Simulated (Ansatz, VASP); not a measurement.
One calculation of SiGe2, two programs

```
Si Ge
1.0
     2.78343    0.00000    0.00000
    -1.39171    2.41052    0.00000
     0.00000    0.00000    8.08097
Si Ge
1 2
Direct
  0.00000 0.00000 0.50000
  0.00000 0.00000 0.82755
  0.00000 0.00000 0.17245
```

Alike in both runs: task relaxation of cell and atoms; functional PBE; k mesh 18 × 18 × 6; occupations gaussian, width 0.1 eV; no spin polarisation.

```csv
,VASP,Ansatz
version,VASP 6.6.1,Ansatz 0.2.0
potentials or method,"VASP PAW PBE potentials, release 64 (Si, Ge_d), cutoff 600 eV","scalar-relativistic, plane waves, PAW"
valence electrons in the cell,32,32
```

VASP gave:

| Item | Value |
| --- | --- |
| gap on the k mesh at the Fermi level, each at its own relaxed structure (eV) | none |
| relaxed volume (Å³/atom) | 17.99 |
| relaxed cell length with the largest relative difference (Å) | 2.814 |

Problem. Estimate Ansatz's values.

Solution. gap on the k mesh at the Fermi level, each at its own relaxed structure (eV): none; relaxed volume (Å³/atom): 17.95; relaxed cell length with the largest relative difference (Å): 2.811.

A gap of «none» marks a metal or a gap that the smearing closes.

Noted on VASP's run: too few bands were computed for a metal, which touches its energy and stress.
